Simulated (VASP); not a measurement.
# CdS (Greenockite) (P6_3mc) in VASP: a series of runs, part 2 of 2

VASP 6.6.1. Earlier steps stand in the parts before.

## Step 3: Single point, LDA (in-plane strain +0.01)

The input, INCAR:

```
SYSTEM = CdS
PREC = Accurate ; ENCUT = 520
EDIFF = 1E-6 ; ISMEAR = 0
SIGMA = 0.01 ; LREAL = .FALSE.
LASPH = .TRUE. ; NELM = 80
ALGO = Normal ; ISIF = 2
LWAVE = .FALSE. ; LCHARG = .TRUE.
GGA = CA ; LELF = .TRUE.
LVHAR = .TRUE. ; NBANDS = 26
```

The input, KPOINTS:

```
Automatic mesh
0
G
  6 6 4
  0 0 0
```

The input, POSCAR:

```
CdS
1.0
    4.1142437854      0.0000000000      0.0000000000
   -2.0571218927      3.5630396355      0.0000000000
    0.0000000000      0.0000000000      6.5986094978
Cd S
2 2
Direct
    0.3333333333      0.6666666667     -0.0005275156
    0.6666666667      0.3333333333      0.4994724844
    0.3333333333      0.6666666667      0.3755275156
    0.6666666667      0.3333333333      0.8755275156
```

Potentials or basis: VASP PAW LDA potentials, release 64 (Cd, S).

Run with:

```console
$ cat potpaw_LDA.64/Cd/POTCAR potpaw_LDA.64/S/POTCAR > POTCAR
$ mpirun -np 1 vasp_std > vasp.out
```

OUTCAR:

```text
SYSTEM = CdS
   PREC = Accurate
   ENCUT = 520
   EDIFF = 1E-6
   ISMEAR = 0
   LREAL = .FALSE.
   LASPH = .TRUE.
   NELM = 80
   ISIF = 2
   GGA = CA

 ion  position               nearest neighbor table
   1  0.333  0.667  0.999-   3 2.48   4 2.51   4 2.51   4 2.51
   2  0.667  0.333  0.499-   4 2.48   3 2.51   3 2.51   3 2.51
   3  0.333  0.667  0.376-   1 2.48   2 2.51   2 2.51   2 2.51
   4  0.667  0.333  0.876-   2 2.48   1 2.51   1 2.51   1 2.51

  LATTYP: Found a hexagonal cell.
 ALAT       =     4.1142437854
 C/A-ratio  =     1.6038450422

  Lattice vectors:

 A1 = (   4.1142437854,   0.0000000000,   0.0000000000)
 A2 = (  -2.0571218927,   3.5630396355,   0.0000000000)
 A3 = (   0.0000000000,   0.0000000000,   6.5986094978)

Analysis of symmetry for initial positions (statically):
=====================================================================
 Subroutine PRICEL returns:
 Original cell was already a primitive cell.

 Routine SETGRP: Setting up the symmetry group for a
 hexagonal supercell.

 Subroutine GETGRP returns: Found 12 space group operations
 (whereof  6 operations were pure point group operations)
 out of a pool of 24 trial point group operations.

The static configuration has the point symmetry C_3v.
 The point group associated with its full space group is C_6v.

Analysis of symmetry for dynamics (positions and initial velocities):
=====================================================================
 Subroutine PRICEL returns:
 Original cell was already a primitive cell.

 Routine SETGRP: Setting up the symmetry group for a
 hexagonal supercell.

 Subroutine GETGRP returns: Found 12 space group operations
 (whereof  6 operations were pure point group operations)
 out of a pool of 24 trial point group operations.

The dynamic configuration has the point symmetry C_3v.
 The point group associated with its full space group is C_6v.

 Subroutine INISYM returns: Found 12 space group operations
[... 116 lines left out ...]
     AMIX     =   0.40;   BMIX     =  1.00
     AMIX_MAG =   1.60;   BMIX_MAG =  1.00
  volume/ion in A,a.u.               =      24.18       163.19
  Fermi-wavevector in a.u.,A,eV,Ry     =   1.177573  2.225291 18.866913  1.386679
  Thomas-Fermi vector in A             =   2.313918
   LORBIT       =      0    0 simple, 1 ext, 2 COOP (PROOUT), +10 PAW based schemes
   GGA     = CA    functional components
   LHFCALC =     F    Hartree Fock is set to
   AEXX    =    0.0000 exact exchange contribution
   IVDW    =     0    specifies the selected vdW correction
   LEPSILON=     F    determine dielectric tensor
   LRPA    =     F    only Hartree local field effects (RPA)
 non-spin polarized calculation
 Gauss-broadening in eV      SIGMA  =   0.01
  energy-cutoff  :      520.00
  volume of cell :       96.73
 maximum number of plane-waves:      2623
 NGX is ok and might be reduce to    32
   NGX = 15   NGY = 15   NGZ = 25

 number of electron      36.0000001 magnetization

 Free energy of the ion-electron system (eV)
  ---------------------------------------------------
  ext. energy  EPLUGINS =         0.00000000
  ---------------------------------------------------
  free energy    TOTEN  =       -14.80967390 eV

  energy without entropy =      -14.80967390  energy(sigma->0) =      -14.80967390

 E-fermi :   1.4409     XC(G=0):  -9.6955

 val. band max:        1.3401604313   @ k =   0.0000   0.0000   0.0000
 cond. band min:       2.3850617656   @ k =   0.0000   0.0000   0.0000
 fundamental gap:      1.0449013343
 Fermi energy:         1.4408939268

 k-point     1 :       0.0000    0.0000    0.0000
  band No.  band energies     occupation
      1     -11.1691      2.00000
      2     -10.6792      2.00000
      3      -6.5190      2.00000
      4      -6.4871      2.00000
      5      -6.4871      2.00000
      6      -6.3902      2.00000
[... 598 lines left out ...]
     25      10.5087      0.00000
     26      10.5087      0.00000

------------------------ aborting loop because EDIFF is reached ----------------------------------------

  FORCE on cell =-STRESS in cart. coord.  units (eV):
  Direction    XX          YY          ZZ          XY          YZ          ZX
  --------------------------------------------------------------------------------------
  -------------------------------------------------------------------------------------
  Total       -0.5919118     -0.5919118      0.5404013      0.0000000     -0.0000000      0.0000000
  in kB       -9.8040264     -9.8040264      8.9508415      0.0000000     -0.0000000      0.0000000
  external PRESSURE =      -3.5524037 kB  Pullay stress =       0.0000000 kB

 VOLUME and BASIS-vectors are now :
 -----------------------------------------------------------------------------
  energy-cutoff  :      520.00
  volume of cell :       96.73
      direct lattice vectors                 reciprocal lattice vectors
     4.114243785  0.000000000  0.000000000     0.243058033  0.140329621  0.000000000
    -2.057121893  3.563039636  0.000000000     0.000000000  0.280659241  0.000000000
     0.000000000  0.000000000  6.598609498     0.000000000  0.000000000  0.151547080

 POSITION                                       TOTAL-FORCE (eV/Angst)
 -----------------------------------------------------------------------------------
     -0.00000      2.37536      6.59513         0.000000     -0.000000     -0.137691
      2.05712      1.18768      3.29582        -0.000000      0.000000     -0.137691
     -0.00000      2.37536      2.47796        -0.000000      0.000000      0.137691
      2.05712      1.18768      5.77726         0.000000     -0.000000      0.137691
 -----------------------------------------------------------------------------------
    total drift:                               -0.000000     -0.000000      0.000456

  FREE ENERGIE OF THE ION-ELECTRON SYSTEM (eV)
  ---------------------------------------------------
  free  energy   TOTEN  =       -14.8096738956 eV

  energy  without entropy=      -14.8096738956  energy(sigma->0) =      -14.80967390
```

It took 2.1 min on 1 thread of Intel Xeon 8259CL, shared host; peak memory 0.17 GiB.

Results:

- Free energy: -14.8097 eV
- Pressure: -0.4 GPa
- Largest force: 0.138 eV/Å
- Band gap on the k mesh: 1.04 eV, direct

Forces on the atoms (eV/Å):
```
Cd   0.000  0.000 -0.138
Cd   0.000  0.000 -0.138
S    0.000  0.000  0.138
S    0.000  0.000  0.138
```

Stress tensor (GPa, compression positive):
```
-0.98  0.00  0.00
 0.00 -0.98  0.00
 0.00  0.00  0.90
```

Caveat: the cell differs from its parent crystal (in-plane strain +0.01).

## Step 4: Single point, LDA (in-plane strain +0.02, then relaxed in part)

The input, INCAR:

```
ALGO = Normal
EDIFF = 1E-6
ENCUT = 520
ISIF = 2
ISMEAR = 0
LASPH = True
LCHARG = False
LREAL = False
LWAVE = False
NBANDS = 26
NELM = 60
PREC = Accurate
SIGMA = 0.01
```

The input, KPOINTS:

```
k-points
0
Gamma
  6 6 4
```

The input, POSCAR:

```
CdS
1.0
    4.1549788724      0.0000000000      0.0000000000
   -2.0774894362      3.5983172557      0.0000000000
    0.0000000000      0.0000000000      6.5085437232
Cd S
2 2
Direct
    0.3333333333      0.6666666667     -0.0052498049
    0.6666666667      0.3333333333      0.4947501951
    0.3333333333      0.6666666667      0.3802498049
    0.6666666667      0.3333333333      0.8802498049
```

Run with:

```console
$ cat potpaw_LDA.64/Cd/POTCAR potpaw_LDA.64/S/POTCAR > POTCAR
$ mpirun -np 1 vasp_std > vasp.out
```

Wall time 73 s (1 thread of Intel Xeon 8259CL, shared host); peak memory 0.17 GiB.

It converged, with:

- Free energy: -14.7979 eV
- Pressure: -0.7 GPa
- Largest force: 0.004 eV/Å
- Band gap on the k mesh: 1.02 eV, direct

Forces on the atoms (eV/Å):
```
Cd   0.000  0.000 -0.004
Cd   0.000  0.000 -0.004
S    0.000  0.000  0.004
S    0.000  0.000  0.004
```

Stress tensor (GPa, compression positive):
```
-1.36  0.00  0.00
 0.00 -1.36  0.00
 0.00  0.00  0.61
```

Levels at points of the mesh, in eV from the valence-band top:
| k point | band 16 | band 17 | band 18 | band 19 | band 20 | band 21 |
| --- | --- | --- | --- | --- | --- | --- |
| (0.00, 0.00, 0.00) | -0.05 | -0.05 | 0.00 | 1.02 | 2.31 | 6.12 |
| (0.50, 0.00, 0.00) | -2.11 | -1.34 | -0.87 | 3.47 | 3.61 | 5.04 |
| (0.00, 0.00, 0.50) | -0.49 | -0.49 | -0.49 | 2.60 | 2.60 | 6.08 |
| (0.50, 0.00, 0.50) | -1.52 | -1.28 | -1.28 | 3.33 | 3.33 | 5.19 |

Caveat: the cell differs from its parent crystal (in-plane strain +0.02, then relaxed in part).

## Step 5: Single point, LDA (film at in-plane strain +0.02)

The input, INCAR:

```
SYSTEM = CdS
ALGO     = Normal         ! electronic algorithm
EDIFF    = 1E-6           ! SCF threshold, eV
ENCUT    = 520            ! plane-wave cutoff, eV
ISIF     = 2              ! what is computed and relaxed
ISMEAR   = 0              ! smearing method
LASPH    = .True.         ! aspherical terms in the spheres
LCHARG   = .False.        ! write CHGCAR
LREAL    = .False.        ! projectors in reciprocal space
LWAVE    = .False.        ! write WAVECAR
NBANDS   = 26             ! bands
NELM     = 100            ! most SCF steps
PREC     = Accurate       ! precision mode
SIGMA    = 0.01           ! smearing width, eV
```

The input, KPOINTS:

```
k-points
0
Gamma
  6 6 4
  0 0 0
```

POSCAR is that of step 4.

Run with:

```console
$ cat potpaw_LDA.64/Cd/POTCAR potpaw_LDA.64/S/POTCAR > POTCAR
$ mpirun -np 1 vasp_std > vasp.out
```

Run time: 71 s. Hardware: 1 thread of Intel Xeon 8259CL, shared host; peak memory 0.17 GiB.

The run converged. Its results:

```
Free energy            : -14.7979 eV
Pressure               : -0.7 GPa
Largest force          : 0.004 eV/Å
Band gap on the k mesh : 1.02 eV, direct
```

Forces in eV/Å, atoms in the order of the input:
```
Cd   0.000  0.000 -0.004
Cd   0.000  0.000 -0.004
S    0.000  0.000  0.004
S    0.000  0.000  0.004
```

Stress tensor (GPa, compression positive):
```
-1.36  0.00  0.00
 0.00 -1.36  0.00
 0.00  0.00  0.61
```

Levels at points of the mesh, in eV from the valence-band top:
| k point | band 15 | band 16 | band 17 | band 18 | band 19 | band 20 | band 21 | band 22 |
| --- | --- | --- | --- | --- | --- | --- | --- | --- |
| (0.00, 0.00, 0.00) | -0.90 | -0.05 | -0.05 | 0.00 | 1.02 | 2.31 | 6.12 | 6.12 |
| (0.50, 0.00, 0.00) | -2.78 | -2.11 | -1.34 | -0.87 | 3.47 | 3.61 | 5.04 | 6.46 |
| (0.00, 0.00, 0.50) | -0.49 | -0.49 | -0.49 | -0.49 | 2.60 | 2.60 | 6.08 | 6.08 |
| (0.50, 0.00, 0.50) | -1.52 | -1.52 | -1.28 | -1.28 | 3.33 | 3.33 | 5.19 | 5.19 |

Caveat: the cell differs from its parent crystal (film at in-plane strain +0.02).

## Step 6: Single point, LDA (in-plane strain +0.02)

The input, INCAR:

```
PREC     = Accurate       # precision mode
ENCUT    = 520            # plane-wave cutoff, eV
EDIFF    = 1E-6           # SCF threshold, eV
ISMEAR   = 0              # smearing method
SIGMA    = 0.01           # smearing width, eV
LREAL    = F              # projectors in reciprocal space
LASPH    = T              # aspherical terms in the spheres
NELM     = 100            # most SCF steps
ALGO     = Normal         # electronic algorithm
ISIF     = 2              # what is computed and relaxed
LWAVE    = F              # write WAVECAR
LCHARG   = F              # write CHGCAR
NBANDS   = 26             # bands
```

The input, KPOINTS:

```
Automatic mesh
0
Gamma
  6 6 4
```

The input, POSCAR:

```
CdS
1.0
    4.1549788724      0.0000000000      0.0000000000
   -2.0774894362      3.5983172557      0.0000000000
    0.0000000000      0.0000000000      6.5587788569
Cd S
2 2
Direct
    0.3333333333      0.6666666667     -0.0005275156
    0.6666666667      0.3333333333      0.4994724844
    0.3333333333      0.6666666667      0.3755275156
    0.6666666667      0.3333333333      0.8755275156
```

Potentials or basis: VASP PAW LDA potentials, release 64 (Cd, S).

Run with:

```console
$ cat potpaw_LDA.64/Cd/POTCAR potpaw_LDA.64/S/POTCAR > POTCAR
$ mpirun -np 1 vasp_std > vasp.out
```

Wall time 1.9 min (1 thread of Intel Xeon 8259CL, shared host); peak memory 0.17 GiB.

Results (log left out):

* Free energy: -14.7857 eV
* Pressure: -1.1 GPa
* Largest force: 0.272 eV/Å
* Band gap on the k mesh: 1.01 eV, direct

Forces in eV/Å, atoms in the order of the input:
```
Cd   0.000  0.000 -0.272
Cd   0.000  0.000 -0.272
S    0.000  0.000  0.272
S    0.000  0.000  0.272
```

Stress tensor (GPa, compression positive):
```
-2.36  0.00  0.00
 0.00 -2.36  0.00
 0.00  0.00  1.30
```

Levels at points of the mesh, in eV from the valence-band top:
```tsv
k point	band 16	band 17	band 18	band 19	band 20	band 21
(0.00, 0.00, 0.00)	-0.02	-0.02	0.00	1.01	2.45	6.17
(0.50, 0.00, 0.00)	-2.04	-1.38	-0.76	3.56	3.60	5.01
(0.00, 0.00, 0.50)	-0.47	-0.47	-0.47	2.65	2.65	6.12
(0.50, 0.00, 0.50)	-1.44	-1.32	-1.32	3.31	3.31	5.27
```

Caveat: the cell differs from its parent crystal (in-plane strain +0.02).

## Step 7: Overview

```csv
cell,gap on the mesh (eV),pressure (GPa),largest force (eV/Å)
"a = 4.114, b = 4.114, c = 6.573 Å, angles 90.0, 90.0, 120.0°, 4 atoms",1.07,0.0,-
"a = 4.114, b = 4.114, c = 6.599 Å, angles 90.0, 90.0, 120.0°, 4 atoms",1.04,-0.4,0.14
"a = 4.155, b = 4.155, c = 6.509 Å, angles 90.0, 90.0, 120.0°, 4 atoms",1.02,-0.7,-
"a = 4.155, b = 4.155, c = 6.559 Å, angles 90.0, 90.0, 120.0°, 4 atoms",1.01,-1.1,0.27
```

Alike in all rows: task single point; level LDA; potentials or basis VASP PAW LDA potentials, release 64 (Cd, S); no spin polarisation; k mesh 6 × 6 × 4; cutoff (eV) 520; smearing gaussian 0.01 eV.

Total energies depend on the potentials used, so only differences within one code and one set of settings carry meaning.
